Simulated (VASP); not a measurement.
# YS (I4/mmm) in VASP: notebook, part 2 of 2

VASP 6.6.1.

**3. Single point, LDA (equal xx and yy strain of +1 %)**

The input, INCAR:

```
PREC = Accurate
ENCUT = 520
EDIFF = 1E-6
ISMEAR = -1
SIGMA = 0.01
LREAL = F
LASPH = T
NELM = 100
ALGO = Normal
ISIF = 2
LWAVE = F
LCHARG = F
GGA = CA
NBANDS = 16
```

The input, KPOINTS:

```
regular mesh
0
Gamma
  8 8 8
```

The input, POSCAR:

```
YS
1.0
    0.0000000000      2.7710865000      2.7436500000
    2.7710865000      0.0000000000      2.7436500000
    2.7710865000      2.7710865000      0.0000000000
Y S
1 1
Direct
    0.5000000000      0.5000000000      0.5000000000
    0.0000000000      0.0000000000      0.0000000000
```

Potentials or basis: VASP PAW LDA potentials, release 64 (Y_sv, S).

Command:

```console
$ cat potpaw_LDA.64/Y_sv/POTCAR potpaw_LDA.64/S/POTCAR > POTCAR
$ mpirun -np 1 vasp_std > vasp.out
```

OUTCAR:

```text
PREC = Accurate
   ENCUT = 520
   EDIFF = 1E-6
   ISMEAR = -1
   LREAL = F
   LASPH = T
   NELM = 100
   ISIF = 2
   GGA = CA

 ion  position               nearest neighbor table
   1  0.500  0.500  0.500-   2 2.74   2 2.74   2 2.77   2 2.77   2 2.77   2 2.77
   2  0.000  0.000  0.000-   1 2.74   1 2.74   1 2.77   1 2.77   1 2.77   1 2.77

  LATTYP: Found a body centered tetragonal cell.
 ALAT       =     3.9189081108
 C/A-ratio  =     1.4002114479

  Lattice vectors:

 A1 = (   0.0000000000,  -2.7710865000,  -2.7436500000)
 A2 = (   0.0000000000,   2.7710865000,  -2.7436500000)
 A3 = (   2.7710865000,   0.0000000000,   2.7436500000)

Analysis of symmetry for initial positions (statically):
=====================================================================
 Subroutine PRICEL returns:
 Original cell was already a primitive cell.

 Routine SETGRP: Setting up the symmetry group for a
 body centered tetragonal supercell.

 Subroutine GETGRP returns: Found 16 space group operations
 (whereof 16 operations were pure point group operations)
 out of a pool of 16 trial point group operations.

The static configuration has the point symmetry D_4h.

Analysis of symmetry for dynamics (positions and initial velocities):
=====================================================================
 Subroutine PRICEL returns:
 Original cell was already a primitive cell.

 Routine SETGRP: Setting up the symmetry group for a
 body centered tetragonal supercell.

 Subroutine GETGRP returns: Found 16 space group operations
 (whereof 16 operations were pure point group operations)
 out of a pool of 16 trial point group operations.

The dynamic configuration has the point symmetry D_4h.

 Subroutine INISYM returns: Found 16 space group operations
 (whereof 16 operations are pure point group operations),
 and found     1 'primitive' translations

[... 103 lines left out ...]
   TEBEG  =    0.0;   TEEND  =   0.0 temperature during run
   PSTRESS=    0.0 pullay stress
   NELECT =      17.0000    total number of electrons
   NUPDOWN=      -1.0000    fix difference up-down
   EMIN   =  10.00;   EMAX   =-10.00  energy-range for DOS
   EFERMI =   0.00;   METHOD = LEGACY
   ISMEAR =    -1;   SIGMA  =   0.01  broadening in eV -4-tet -1-fermi 0-gaus
   EFERMI_NEDOS =   21; number of points for ismear=-14 and -15
   IALGO  =     38    algorithm
   IMIX   =      4    mixing-type and parameters
     AMIX     =   0.40;   BMIX     =  1.00
     AMIX_MAG =   1.60;   BMIX_MAG =  1.00
  volume/ion in A,a.u.               =      21.07       142.18
  Fermi-wavevector in a.u.,A,eV,Ry     =   1.209683  2.285969 19.909848  1.463333
  Thomas-Fermi vector in A             =   2.345253
   LORBIT       =      0    0 simple, 1 ext, 2 COOP (PROOUT), +10 PAW based schemes
   GGA     = CA    functional components
   LHFCALC =     F    Hartree Fock is set to
   AEXX    =    0.0000 exact exchange contribution
   IVDW    =     0    specifies the selected vdW correction
   LEPSILON=     F    determine dielectric tensor
   LRPA    =     F    only Hartree local field effects (RPA)
 non-spin polarized calculation
  energy-cutoff  :      520.00
  volume of cell :       42.14
 maximum number of plane-waves:      1154
 NGX is ok and might be reduce to    30
   NGX = 15   NGY = 15   NGZ = 15

 number of electron      16.9999999 magnetization

 Free energy of the ion-electron system (eV)
  ---------------------------------------------------
  ext. energy  EPLUGINS =         0.00000000
  ---------------------------------------------------
  free energy    TOTEN  =       -15.99063858 eV

  energy without entropy =      -15.98999481  energy(sigma->0) =      -15.99031670

 E-fermi :   6.5062     XC(G=0): -10.6965

 val. band max:        6.4698208358   @ k =   0.1250   0.0000   0.0000
 cond. band min:       6.5120237687   @ k =   0.3750   0.1250   0.0000
 fundamental gap:      0.0422029329
 Fermi energy:         6.5062178679

 k-point     1 :       0.0000    0.0000    0.0000
  band No.  band energies     occupation
      1     -36.6611      2.00000
      2     -16.7194      2.00000
      3     -16.7194      2.00000
      4     -16.7192      2.00000
      5      -8.4281      2.00000
      6       3.1501      2.00000
[... 433 lines left out ...]
      3     -16.7645      2.00000
      4     -16.7626      2.00000
      5      -7.5360      2.00000
      6       0.2635      2.00000
[... 8 lines left out ...]
     15      13.8642      0.00000
     16      14.3703      0.00000

 [... further k-points ...]
[... 5 lines left out ...]
  --------------------------------------------------------------------------------------
  -------------------------------------------------------------------------------------
  Total       -1.6317321     -1.6317321     -1.0841559      0.0000000     -0.0000000     -0.0000000
  in kB      -62.0441115    -62.0441115    -41.2233657      0.0000000     -0.0000000     -0.0000000
  external PRESSURE =     -55.1038629 kB  Pullay stress =       0.0000000 kB

 VOLUME and BASIS-vectors are now :
 -----------------------------------------------------------------------------
  energy-cutoff  :      520.00
  volume of cell :       42.14
      direct lattice vectors                 reciprocal lattice vectors
     0.000000000  2.771086500  2.743650000    -0.180434642  0.180434642  0.182238988
     2.771086500  0.000000000  2.743650000     0.180434642 -0.180434642  0.182238988
     2.771086500  2.771086500  0.000000000     0.180434642  0.180434642 -0.182238988

 POSITION                                       TOTAL-FORCE (eV/Angst)
 -----------------------------------------------------------------------------------
      2.77109      2.77109      2.74365         0.000000      0.000000     -0.000000
      0.00000      0.00000      0.00000        -0.000000     -0.000000      0.000000
 -----------------------------------------------------------------------------------
    total drift:                                0.000000     -0.000000      0.000000

  FREE ENERGIE OF THE ION-ELECTRON SYSTEM (eV)
  ---------------------------------------------------
  free  energy   TOTEN  =       -15.9906385821 eV

  energy  without entropy=      -15.9899948149  energy(sigma->0) =      -15.99031670
```

OSZICAR:

```text
N       E                     dE             d eps       ncg     rms          rms(c)
DAV:   1     0.568457588826E+02    0.56846E+02   -0.77624E+03  1888   0.954E+02
DAV:   2    -0.129342919316E+02   -0.69780E+02   -0.65934E+02  2552   0.211E+02
DAV:   3    -0.167256333036E+02   -0.37913E+01   -0.37673E+01  2912   0.369E+01
DAV:   4    -0.168150140666E+02   -0.89381E-01   -0.89340E-01  2336   0.541E+00
DAV:   5    -0.168170454776E+02   -0.20314E-02   -0.20314E-02  2648   0.628E-01    0.258E+01
DAV:   6    -0.160652911124E+02    0.75175E+00   -0.10250E+00  2272   0.633E+00    0.192E+01
DAV:   7    -0.160014275117E+02    0.63864E-01   -0.36440E-01  2792   0.374E+00    0.651E+00
DAV:   8    -0.159915075183E+02    0.99200E-02   -0.74461E-02  2240   0.164E+00    0.544E-01
DAV:   9    -0.159907860198E+02    0.72150E-03   -0.58028E-03  2200   0.482E-01    0.216E-01
DAV:  10    -0.159906393715E+02    0.14665E-03   -0.44189E-04  2368   0.175E-01    0.130E-01
DAV:  11    -0.159906431377E+02   -0.37662E-05   -0.10062E-04  2400   0.690E-02    0.762E-02
DAV:  12    -0.159906387134E+02    0.44242E-05   -0.16001E-05  2384   0.287E-02    0.357E-02
DAV:  13    -0.159906385821E+02    0.13132E-06   -0.11140E-06  1600   0.835E-03
   1 F= -.15990639E+02 E0= -.15990317E+02  d E =-.643767E-03
```

It took 84 s on 1 thread of Intel Xeon 8259CL, shared host; peak memory 0.19 GiB.

Results:

```yaml
Free_energy: -15.9906 eV
Pressure: -5.5 GPa
Band_gap_on_the_k_mesh: zero (an odd number of electrons rules out a gap without spin polarisation)
```

Levels at points of the mesh, in eV from the Fermi level:
| k point | band 5 | band 6 | band 7 | band 8 | band 9 | band 10 | band 11 | band 12 | band 13 | band 14 |
| --- | --- | --- | --- | --- | --- | --- | --- | --- | --- | --- |
| (0.00, 0.00, 0.00) | -14.93 | -3.36 | -3.36 | -3.33 | -0.22 | -0.22 | -0.13 | 0.61 | 0.63 | 1.16 |
| (0.50, 0.00, 0.00) | -13.67 | -7.01 | -5.17 | -5.16 | 2.03 | 2.60 | 2.68 | 2.71 | 5.85 | 5.96 |
| (0.50, 0.50, 0.00) | -14.31 | -5.40 | -4.07 | -4.07 | -2.29 | 1.88 | 3.01 | 3.69 | 3.69 | 3.95 |
| (0.50, 0.00, 0.50) | -14.31 | -5.46 | -4.04 | -4.03 | -2.29 | 1.84 | 3.04 | 3.66 | 3.74 | 3.91 |

Caveat: the cell differs from its parent crystal (equal xx and yy strain of +1 %); the cell stands under tension.
